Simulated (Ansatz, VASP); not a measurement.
## RuW2 in VASP and in Ansatz

```
CELL_PARAMETERS angstrom
-1.58259 1.58259 4.66978
1.58259 -1.58259 4.66978
1.58259 1.58259 -4.66978
ATOMIC_POSITIONS crystal
Ru 0.00000 0.00000 0.00000
W 0.67098 0.67098 0.00000
W 0.32902 0.32902 0.00000
```

Alike in both runs: functional PBE; k mesh 6 × 6 × 6; occupations gaussian, width 0.1 eV; no spin polarisation.

Ansatz relaxed the structure, and its values are those at the end. VASP's run is a single point on that final structure, the one shown.

|  | VASP | Ansatz |
| --- | --- | --- |
| version | VASP 6.6.1 | Ansatz 0.2.0 |
| potentials or method | VASP PAW PBE potentials, release 64 (Ru_pv, W_sv), cutoff 500 eV | scalar-relativistic, plane waves, PAW |
| valence electrons in the cell | 42 | 44 |

|  | VASP | Ansatz | Ansatz less VASP |
| --- | --- | --- | --- |
| gap on the k mesh at the Fermi level (eV) | none | none | - |
| pressure (GPa) | 0.4 | 0.0 | -0.41 |
| rms of the force components (eV/Å) | 0.006 | 0.004 | -0.0020 |

A gap of «none» marks a metal or a gap that the smearing closes. The functional is the same, so the differences come from potentials, cutoffs and numerics. VASP's potentials hold 42 valence electrons a cell and Ansatz's 44, so a difference there can come from the potentials and not from the codes.

The k mesh is coarse, so the values compare programs but aren't converged. Spin-orbit coupling is off throughout.
